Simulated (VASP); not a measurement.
# ZrB2 (P6/mmm) in VASP: notebook

The runs below take ZrB2 through single point, with LDA.

Program: VASP 6.6.1. These are calculated values, not measurements. Logs are shortened: lines on timing, memory, paths and dates and some standing lists are left out, and cuts for length are marked.

### Step 1. The cell of the first run

It takes space group P6/mmm (No. 191, hexagonal). The conventional cell has a = 3.227 Å, b = 3.227 Å, c = 3.589 Å, α = 90.00°, β = 90.00°, γ = 120.00°. Zr (site symmetry 6/mmm) has 12 B at 2.59 Å and 6 Zr at 3.23 Å within 3.4 Å. B (site symmetry -6m2) has 3 B at 1.86 Å within 2.5 Å.

### Step 2. Single point, LDA (volume scaled by 1.06)

INCAR

```
SYSTEM = ZrB2
  PREC = Accurate
  ENCUT = 520
  EDIFF = 1E-6
  ISMEAR = -1
  SIGMA = 0.03
  LREAL = .False.
  LASPH = .True.
  NELM = 60
  ALGO = Normal
  ISIF = 2
  LWAVE = .False.
  LCHARG = .True.
  LELF = .True.
  LVHAR = .True.
  NBANDS = 16
```

KPOINTS

```
Automatic mesh
0
Gamma
  13 13 10
  0 0 0
```

POSCAR

```
ZrB2
1.0
    3.2270744050      0.0000000000      0.0000000000
   -1.6135372026      2.7947284147      0.0000000000
    0.0000000000      0.0000000000      3.5890371349
Zr B
1 2
Direct
    0.0000000000      0.0000000000      0.0000000000
    0.3333333333      0.6666666667      0.5000000000
    0.6666666667      0.3333333333      0.5000000000
```

Potentials or basis: VASP PAW LDA potentials, release 64 (Zr_sv, B).

On the command line:

```bash
cat potpaw_LDA.64/Zr_sv/POTCAR potpaw_LDA.64/B/POTCAR > POTCAR
mpirun -np 1 vasp_std > vasp.out
```

OUTCAR:

```text
SYSTEM = ZrB2
   PREC = Accurate
   ENCUT = 520
   EDIFF = 1E-6
   ISMEAR = -1
   LREAL = .False.
   LASPH = .True.
   NELM = 60
   ISIF = 2

 ion  position               nearest neighbor table
   1  0.000  0.000  0.000-   2 2.59   3 2.59   2 2.59   3 2.59   3 2.59   3 2.59   2 2.59   2 2.59
                             3 2.59   3 2.59   2 2.59   2 2.59
   2  0.333  0.667  0.500-   3 1.86   3 1.86   3 1.86   1 2.59   1 2.59   1 2.59   1 2.59   1 2.59
                             1 2.59
   3  0.667  0.333  0.500-   2 1.86   2 1.86   2 1.86   1 2.59   1 2.59   1 2.59   1 2.59   1 2.59
                             1 2.59

  LATTYP: Found a hexagonal cell.
 ALAT       =     3.2270744050
 C/A-ratio  =     1.1121643583

  Lattice vectors:

 A1 = (   3.2270744050,   0.0000000000,   0.0000000000)
 A2 = (  -1.6135372026,   2.7947284147,   0.0000000000)
 A3 = (   0.0000000000,   0.0000000000,   3.5890371349)

Analysis of symmetry for initial positions (statically):
=====================================================================
 Subroutine PRICEL returns:
 Original cell was already a primitive cell.

 Routine SETGRP: Setting up the symmetry group for a
 hexagonal supercell.

 Subroutine GETGRP returns: Found 24 space group operations
 (whereof 24 operations were pure point group operations)
 out of a pool of 24 trial point group operations.

The static configuration has the point symmetry D_6h.

Analysis of symmetry for dynamics (positions and initial velocities):
=====================================================================
 Subroutine PRICEL returns:
 Original cell was already a primitive cell.

 Routine SETGRP: Setting up the symmetry group for a
 hexagonal supercell.

 Subroutine GETGRP returns: Found 24 space group operations
 (whereof 24 operations were pure point group operations)
 out of a pool of 24 trial point group operations.

The dynamic configuration has the point symmetry D_6h.

 Subroutine INISYM returns: Found 24 space group operations
 (whereof 24 operations are pure point group operations),
 and found     1 'primitive' translations

----------------------------------------------------------------------------------------

                                     Primitive cell

  volume of cell :      32.3688

  direct lattice vectors                    reciprocal lattice vectors
     3.227074405  0.000000000  0.000000000     0.309878198  0.178908261  0.000000000
    -1.613537203  2.794728415  0.000000000     0.000000000  0.357816522  0.000000000
     0.000000000  0.000000000  3.589037135     0.000000000  0.000000000  0.278626262

  length of vectors
     3.227074405  3.227074405  3.589037135     0.357816522  0.357816522  0.278626262

  position of ions in fractional coordinates (direct lattice)
     0.000000000  0.000000000  0.000000000
     0.333333333  0.666666667  0.500000000
     0.666666667  0.333333333  0.500000000

  ion indices of the primitive-cell ions
   primitive index   ion index
                 1           1
                 2           2
                 3           3

----------------------------------------------------------------------------------------

 KPOINTS: Automatic mesh

Automatic generation of k-mesh.
 Grid dimensions read from file:
 generate k-points for:   13   13   10

 Generating k-lattice:

  Cartesian coordinates                     Fractional coordinates (reciprocal lattice)
     0.023836784  0.013762174  0.000000000     0.076923077  0.000000000  0.000000000
     0.000000000  0.027524348  0.000000000     0.000000000  0.076923077  0.000000000
     0.000000000  0.000000000  0.027862626     0.000000000  0.000000000  0.100000000

  Length of vectors
     0.027524348  0.027524348  0.027862626

  Shift w.r.t. Gamma in fractional coordinates (k-lattice)
     0.000000000  0.000000000  0.000000000

 Subroutine IBZKPT returns following result:
 ===========================================

 Found    126 irreducible k-points:

 Following reciprocal coordinates:
            Coordinates               Weight
  0.000000  0.000000  0.000000      1.000000
  0.076923 -0.000000  0.000000      6.000000
  0.153846 -0.000000  0.000000      6.000000
  0.230769  0.000000  0.000000      6.000000
  0.307692 -0.000000  0.000000      6.000000
  0.384615  0.000000  0.000000      6.000000
[... 16 lines left out ...]
  0.076923 -0.000000  0.100000     12.000000
  0.153846 -0.000000  0.100000     12.000000
 [... further k-points ...]
   k-points           NKPTS =    126   k-points in BZ     NKDIM =    126   number of bands    NBANDS=     16
   number of dos      NEDOS =    301   number of ions     NIONS =      3
   total plane-waves  NPLWV =  16128
   dimension x,y,z NGX =    24 NGY =   24 NGZ =   28
   dimension x,y,z NGXF=    48 NGYF=   48 NGZF=   56
   ions per type =               1   2
   NGX,Y,Z   is equivalent  to a cutoff of  12.36, 12.36, 12.97 a.u.
   NGXF,Y,Z  is equivalent  to a cutoff of  24.73, 24.73, 25.94 a.u.
 SYSTEM =  ZrB2
   PREC   = accura    normal or accurate (medium, high low for compatibility)
   ISTART =      0    job   : 0-new  1-cont  2-samecut
   ICHARG =      2    charge: 1-file 2-atom 10-const
   ISPIN  =      1    spin polarized calculation?
   LNONCOLLINEAR =      F non collinear calculations
   LSORBIT =      F    spin-orbit coupling
   LASPH  =      T    aspherical Exc in radial PAW
   ENCUT  =  520.0 eV  38.22 Ry    6.18 a.u.   6.00  6.00  6.67*2*pi/ulx,y,z
   NELM   =     60;   NELMIN=  2; NELMDL= -5     # of ELM steps
   EDIFF  = 0.1E-05   stopping-criterion for ELM
   LREAL  =      F    real-space projection
   EDIFFG = 0.1E-04   stopping-criterion for IOM
   NSW    =      0    number of steps for IOM
   IBRION =     -1    ionic relax: 0-MD 1-quasi-New 2-CG
   NFREE  =      0    steps in history (QN), initial steepest desc. (CG)
   ISIF   =      2    stress and relaxation
   ISYM   =      2    0-nonsym 1-usesym 2-fastsym
   POTIM  = 0.5000    time-step for ionic-motion
   TEBEG  =    0.0;   TEEND  =   0.0 temperature during run
   PSTRESS=    0.0 pullay stress
   NELECT =      18.0000    total number of electrons
   NUPDOWN=      -1.0000    fix difference up-down
   EMIN   =  10.00;   EMAX   =-10.00  energy-range for DOS
   EFERMI =   0.00;   METHOD = LEGACY
   ISMEAR =    -1;   SIGMA  =   0.03  broadening in eV -4-tet -1-fermi 0-gaus
   EFERMI_NEDOS =   21; number of points for ismear=-14 and -15
   IALGO  =     38    algorithm
   IMIX   =      4    mixing-type and parameters
     AMIX     =   0.40;   BMIX     =  1.00
     AMIX_MAG =   1.60;   BMIX_MAG =  1.00
  volume/ion in A,a.u.               =      10.79        72.81
  Fermi-wavevector in a.u.,A,eV,Ry     =   1.346243  2.544031 24.658797  1.812370
  Thomas-Fermi vector in A             =   2.474091
   LORBIT       =      0    0 simple, 1 ext, 2 COOP (PROOUT), +10 PAW based schemes
   GGA     = CA    functional components
   LHFCALC =     F    Hartree Fock is set to
   AEXX    =    0.0000 exact exchange contribution
   IVDW    =     0    specifies the selected vdW correction
   LEPSILON=     F    determine dielectric tensor
   LRPA    =     F    only Hartree local field effects (RPA)
 non-spin polarized calculation
  energy-cutoff  :      520.00
  volume of cell :       32.37
 maximum number of plane-waves:       898
   NGX = 13   NGY = 13   NGZ = 13

 number of electron      18.0000000 magnetization

 Free energy of the ion-electron system (eV)
  ---------------------------------------------------
  ext. energy  EPLUGINS =         0.00000000
  ---------------------------------------------------
  free energy    TOTEN  =       -27.31556270 eV

  energy without entropy =      -27.31435644  energy(sigma->0) =      -27.31495957

 E-fermi :   9.9926     XC(G=0): -12.3504

 val. band max:        9.9900580120   @ k =   0.3077   0.1538   0.0000
 cond. band min:      10.0018100857   @ k =   0.0769   0.0769   0.3000
 fundamental gap:      0.0117520737
 Fermi energy:         9.9926328279

 k-point     1 :       0.0000    0.0000    0.0000
  band No.  band energies     occupation
      1     -38.6166      2.00000
      2     -16.9284      2.00000
      3     -16.4406      2.00000
      4     -16.4406      2.00000
      5      -2.4274      2.00000
      6       7.3541      2.00000
[... 8 lines left out ...]
     15      14.8314      0.00000
     16      14.8314      0.00000

 k-point     2 :       0.0769   -0.0000    0.0000
  band No.  band energies     occupation
      1     -38.6113      2.00000
      2     -16.9202      2.00000
      3     -16.4893      2.00000
      4     -16.4513      2.00000
      5      -2.3150      2.00000
      6       7.0156      2.00000
[... 8 lines left out ...]
     15      15.2522      0.00000
     16      15.5667      0.00000

 k-point     3 :       0.1538   -0.0000    0.0000
  band No.  band energies     occupation
      1     -38.5963      2.00000
      2     -16.8976      2.00000
      3     -16.6218      2.00000
      4     -16.4807      2.00000
      5      -1.9878      2.00000
      6       6.1900      2.00000
[... 8 lines left out ...]
     15      16.1948      0.00000
     16      16.3769      0.00000

 k-point     4 :       0.2308    0.0000    0.0000
  band No.  band energies     occupation
      1     -38.5752      2.00000
      2     -16.8655      2.00000
      3     -16.8037      2.00000
      4     -16.5218      2.00000
      5      -1.4710      2.00000
      6       5.1580      2.00000
[... 8 lines left out ...]
     15      16.4474      0.00000
     16      17.7463      0.00000
[... 324 lines left out ...]
 k-point    22 :       0.0000    0.0000    0.1000
  band No.  band energies     occupation
      1     -38.6152      2.00000
      2     -16.9581      2.00000
      3     -16.4386      2.00000
      4     -16.4386      2.00000
      5      -2.2912      2.00000
      6       6.4539      2.00000
[... 8 lines left out ...]
     15      15.6888      0.00000
     16      15.6888      0.00000

 k-point    23 :       0.0769   -0.0000    0.1000
  band No.  band energies     occupation
      1     -38.6098      2.00000
      2     -16.9497      2.00000
      3     -16.4870      2.00000
      4     -16.4492      2.00000
      5      -2.1826      2.00000
      6       6.4902      2.00000
[... 8 lines left out ...]
     15      15.6542      0.00000
     16      16.0306      0.00000

 k-point    24 :       0.1538   -0.0000    0.1000
  band No.  band energies     occupation
      1     -38.5949      2.00000
      2     -16.9263      2.00000
      3     -16.6189      2.00000
      4     -16.4785      2.00000
      5      -1.8667      2.00000
      6       6.1859      2.00000
[... 8 lines left out ...]
     15      16.1226      0.00000
     16      16.8929      0.00000

 [... further k-points ...]

------------------------ aborting loop because EDIFF is reached ----------------------------------------

  FORCE on cell =-STRESS in cart. coord.  units (eV):
  Direction    XX          YY          ZZ          XY          YZ          ZX
  --------------------------------------------------------------------------------------
  -------------------------------------------------------------------------------------
  Total       -3.9827702     -3.9827702     -3.5142068      0.0000000     -0.0000000      0.0000000
  in kB     -197.1375192   -197.1375192   -173.9447627      0.0000000     -0.0000000      0.0000000
  external PRESSURE =    -189.4066004 kB  Pullay stress =       0.0000000 kB

 VOLUME and BASIS-vectors are now :
 -----------------------------------------------------------------------------
  energy-cutoff  :      520.00
  volume of cell :       32.37
      direct lattice vectors                 reciprocal lattice vectors
     3.227074405  0.000000000  0.000000000     0.309878198  0.178908261  0.000000000
    -1.613537203  2.794728415  0.000000000     0.000000000  0.357816522  0.000000000
     0.000000000  0.000000000  3.589037135     0.000000000  0.000000000  0.278626262

 POSITION                                       TOTAL-FORCE (eV/Angst)
 -----------------------------------------------------------------------------------
      0.00000      0.00000      0.00000        -0.000000      0.000000      0.000000
     -0.00000      1.86315      1.79452        -0.000000      0.000000      0.000000
      1.61354      0.93158      1.79452         0.000000     -0.000000      0.000000
 -----------------------------------------------------------------------------------
    total drift:                               -0.000000      0.000000      0.000000

  FREE ENERGIE OF THE ION-ELECTRON SYSTEM (eV)
  ---------------------------------------------------
  free  energy   TOTEN  =       -27.3155627003 eV

  energy  without entropy=      -27.3143564422  energy(sigma->0) =      -27.31495957
```

Wall time 68 s (1 thread of AMD EPYC 7R13, shared host); peak memory 0.15 GiB.

What came out:

| Property | Result |
| --- | --- |
| Free energy | -27.3156 eV |
| Pressure | -18.9 GPa |
| Band gap on the k mesh | zero (band 9 reaches 10.43 eV, above the bottom of band 10 at 9.61 eV) |

Levels at points of the mesh, in eV from the Fermi level:
```csv
k point,band 7,band 8,band 9,band 10,band 11,band 12
"(0.00, 0.00, 0.00)",-2.64,-2.58,-2.40,3.04,3.04,3.80
"(0.00, 0.00, 0.50)",-1.04,-1.04,0.17,0.17,0.61,0.61
```

### Step 3. Single point, LDA (zz strain of -2 %)

INCAR

```
SYSTEM = ZrB2
  PREC = Accurate
  ENCUT = 520
  EDIFF = 1E-6
  ISMEAR = -1
  SIGMA = 0.03
  LREAL = .False.
  LASPH = .True.
  NELM = 100
  ALGO = Normal
  ISIF = 2
  LWAVE = .False.
  LCHARG = .False.
  NBANDS = 16
```

KPOINTS

```
regular mesh
0
Gamma
  13 13 10
  0 0 0
```

POSCAR

```
ZrB2
1.0
    3.1649998255      0.0000000000      0.0000000000
   -1.5824999128      2.7409702519      0.0000000000
    0.0000000000      0.0000000000      3.4496000000
Zr B
1 2
Direct
    0.0000000000      0.0000000000      0.0000000000
    0.3333333333      0.6666666667      0.5000000000
    0.6666666667      0.3333333333      0.5000000000
```

Potentials or basis: VASP PAW LDA potentials, release 64 (Zr_sv, B).

On the command line:

```bash
cat potpaw_LDA.64/Zr_sv/POTCAR potpaw_LDA.64/B/POTCAR > POTCAR
mpirun -np 1 vasp_std > vasp.out
```

Run time: 15 s. Hardware: 1 thread of Intel Xeon 6975P-C (Granite Rapids), shared host; peak memory 0.17 GiB.

Results (log left out):

```
Free energy            : -27.4703 eV
Pressure               : -2.1 GPa
Band gap on the k mesh : zero (band 9 reaches 11.56 eV, above the bottom of band 10 at 10.55 eV)
```

Stress tensor (GPa, compression positive):
```
-4.66  0.00  0.00
 0.00 -4.66  0.00
 0.00  0.00  3.11
```

Levels at points of the mesh, in eV from the Fermi level:
```
           k point  band 5  band 6  band 7  band 8  band 9  band 10  band 11  band 12  band 13  band 14
(0.00, 0.00, 0.00)  -12.79   -2.97   -2.97   -2.73   -2.23     3.36     3.36     4.33     4.33     4.74
(0.00, 0.00, 0.50)  -10.53   -7.11   -1.19   -1.19   -0.02    -0.02     0.64     0.64     2.11     4.75
```

Caveat: the cell differs from its parent crystal (zz strain of -2 %).
